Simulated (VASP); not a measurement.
BP, 2 atoms in the cell. It takes space group F-43m (No. 216, cubic). The conventional cell has a = 4.508 Å, b = 4.508 Å, c = 4.508 Å, α = 90.00°, β = 90.00°, γ = 90.00°. P (site symmetry -43m) has 4 B at 1.95 Å within 2.6 Å. Within 2.6 Å of B (site symmetry -43m) lie 4 P at 1.95 Å. 

- Program: VASP 6.6.1
- Task: single point
- Functional: PBEsol-based global hybrid with 25 % exact exchange
- Potentials or basis: VASP PAW PBE potentials, release 64 (P, B)
- Cutoff: 520 eV
- k mesh: 5 × 5 × 5
- Occupations: fermi-dirac, width 0.05 eV
- Spin: no spin polarisation
- Dipole correction: no
- Grid for exact exchange (PRECFOCK): Normal
- Share of exact exchange: 0.25
- Further INCAR settings: ALGO = Normal; EDIFF = 1e-06; NBANDS = 11

Potentials or basis: VASP PAW PBE potentials, release 64 (P, B).

The run is started by

```bash
$ cat potpaw_PBE.64/P/POTCAR potpaw_PBE.64/B/POTCAR > POTCAR
$ cp INCAR.step1 INCAR
$ mpirun -np 1 vasp_std > vasp.out
$ cp INCAR.step2 INCAR
$ mpirun -np 1 vasp_std > vasp.out
```

Hardware: 1 thread of Intel(R) Xeon(R) 6975P-C (Granite Rapids) (shared host).

Question: How long does it take, and how much memory?

Answer: Wall time 58 s on 1 thread of Intel(R) Xeon(R) 6975P-C (Granite Rapids), with other jobs on the host, peak memory 0.13 GiB. Counts: k points 10.
